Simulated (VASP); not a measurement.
The system is SiC.

```
Si C
1.0
     3.15570    0.00000    0.00000
    -1.57785    2.73292    0.00000
     0.00000    0.00000   15.46753
Si C
6 6
Direct
  0.66667 0.33333 0.45830
  0.33333 0.66667 0.95830
  0.66667 0.33333 0.79170
  0.33333 0.66667 0.29170
  0.00000 0.00000 0.62500
  0.00000 0.00000 0.12500
  0.66667 0.33333 0.33330
  0.33333 0.66667 0.83330
  0.66667 0.33333 0.66670
  0.33333 0.66667 0.16670
  0.00000 0.00000 0.50000
  0.00000 0.00000 0.00000
```

Base run:

- Program: VASP 6.6.1
- Functional: PBE
- Dispersion: D4
- Potentials or basis: VASP PAW PBE potentials, release 64 (Si, C)
- Cutoff: 520 eV
- k mesh: 10 × 10 × 2
- Occupations: fermi-dirac, width 0.05 eV
- Spin: no spin polarisation

Its results: band gap on the k mesh 2.04 eV (least direct gap 3.11 eV); pressure -14.4 GPa; largest force 0.135 eV/Å.

Q: The run is repeated on the same cell with these changes: functional from PBE to revPBE. What comes out?

A: Band gap on the k mesh 2.04 eV (least direct gap 3.12 eV); pressure -16.5 GPa; largest force 0.137 eV/Å.

Caveats: the cell stands under tension; the PAW data sets were made with another functional, which shifts forces and pressure a little (at least some runs).

A k mesh can miss the band edges.
